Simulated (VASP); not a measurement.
A run of VASP 6.6.1:

Contents of INCAR:

```
PREC = Accurate ; ENCUT = 520
EDIFF = 1E-6 ; ISMEAR = 0
SIGMA = 0.1 ; LREAL = F
LASPH = T ; NELM = 150
ALGO = Normal ; ISIF = 2
LWAVE = F ; LCHARG = T
ISPIN = 2 ; MAGMOM = 0 1 1 0 0 0 0 0 0
LORBIT = 11 ; LMAXMIX = 4
GGA = PE ; LELF = T
LVHAR = T ; NBANDS = 30
```

Contents of KPOINTS:

```
Automatic mesh
0
Gamma
  6 6 6
```

POSCAR

```
MgZr2H6
1.0
    5.3962983397      0.0000000000      0.0000000000
   -2.6981491698      4.6733314485      0.0000000000
    0.0000000000      0.0000000000      3.1862081814
Mg Zr H
1 2 6
Direct
    0.0000000000      0.0000000000      0.5000000000
    0.3333333333      0.6666666667      0.7418636940
    0.6666666667      0.3333333333      0.2581363060
    0.8067694951      0.6135389902      0.7555088220
    0.3864610098      0.1932305049      0.7555088220
    0.8067694951      0.1932305049      0.7555088220
    0.1932305049      0.3864610098      0.2444911780
    0.6135389902      0.8067694951      0.2444911780
    0.1932305049      0.8067694951      0.2444911780
```

Potentials or basis: VASP PAW PBE potentials, release 64 (Mg, Zr_sv, H).

Launch:

```console
$ cat potpaw_PBE.64/Mg/POTCAR potpaw_PBE.64/Zr_sv/POTCAR potpaw_PBE.64/H/POTCAR > POTCAR
$ mpirun -np 1 vasp_std > vasp.out
```

Hardware: 1 thread of Intel(R) Xeon(R) Platinum 8559C (Emerald Rapids), on a shared host.

**Question.** Estimate the wall time of this run.

**Answer.** Wall time 2.2 min on 1 thread of Intel(R) Xeon(R) Platinum 8559C (Emerald Rapids), with other jobs on the host, peak memory 0.29 GiB. Counts: scf iterations 15, k points 34.
